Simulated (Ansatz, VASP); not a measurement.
Cd in VASP and in Ansatz

```xyz
1
Lattice="3.0030 0.0000 0.0000 0.0000 3.0030 0.0000 0.0000 0.0000 3.0030" Properties=species:S:1:pos:R:3 pbc="T T T"
Cd    0.0000    0.0000    0.0000
```

Alike in both runs: task single point; functional revPBE; k mesh 17 × 17 × 17; occupations fermi-dirac, width 0.1 eV; no spin polarisation.

```csv
,VASP,Ansatz
version,VASP 6.6.1,Ansatz 0.2.0
potentials or method,"VASP PAW PBE potentials, release 64 (Cd), cutoff 520 eV","plane waves (420 eV) with PAW, scalar-relativistic"
valence electrons in the cell,12,20
```

VASP gave:

| Item | Value |
| --- | --- |
| pressure (GPa) | 1.5 |

**Question.** What did Ansatz give for the same quantities?

**Answer.** Pressure (GPa): 1.3.

VASP's potentials were made for PBE, not for revPBE. VASP's potentials hold 12 valence electrons a cell and Ansatz's 20, so a difference there can come from the potentials and not from the codes.
